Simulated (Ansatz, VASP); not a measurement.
# Hf: VASP beside Ansatz

Contents of INCAR:

```
SYSTEM = Hf
PREC = Accurate
ENCUT = 520
EDIFF = 1E-6
ISMEAR = -1
SIGMA = 0.1
LREAL = .False.
LASPH = .True.
NELM = 60
ALGO = Normal
ISIF = 2
LWAVE = .False.
LCHARG = .False.
GGA = PE
NBANDS = 17
```

File KPOINTS:

```
Automatic mesh
0
Gamma
  12 12 12
  0 0 0
```

The input POSCAR:

```
Hf
1.0
    0.0000000000      3.2175065968      3.2175065968
    3.2175065968      0.0000000000      3.2175065968
    3.2175065968      3.2175065968      0.0000000000
Hf
2
Direct
   -0.1250000000     -0.1250000000     -0.1250000000
    0.1250000000      0.1250000000      0.1250000000
```

Input for Ansatz:

```yaml
crystal:
  lattice:
    - [0.0, 3.2175065968, 3.2175065968]
    - [3.2175065968, 0.0, 3.2175065968]
    - [3.2175065968, 3.2175065968, 0.0]
  atoms:
    - { symbol: Hf, position: [-0.125, -0.125, -0.125] }
    - { symbol: Hf, position: [0.125, 0.125, 0.125] }
kpoints:
  mp_grid: { grid: [12, 12, 12] }
scf:
  occupations: { method: fermi_dirac, width: 0.1 }
hamiltonian:
  xc: pbe
  pseudopotentials: { kind: all_electron, lapw: { basis_error: 0.001 } }
output:
  forces: true
  stress: true
  eigenvalues: true
  populations: true
```

Change from the starting cell: volume scaled by 0.95, LAPW.

Alike in both runs: task single point; functional PBE; k mesh 12 × 12 × 12; occupations fermi-dirac, width 0.1 eV; no spin polarisation.

|  | VASP | Ansatz |
| --- | --- | --- |
| version | VASP 6.6.1 | Ansatz 0.2.0 |
| potentials or method | VASP PAW PBE potentials, release 64 (Hf_pv), cutoff 520 eV | all-electron LAPW, scalar-relativistic |

VASP gave:

```
pressure (GPa) : 1.4
```

Q: What did Ansatz give for the same quantities?

A: Pressure (GPa): 1.6.

Ansatz ran all-electron here, and VASP with PAW potentials.

Spin-orbit coupling is off throughout.
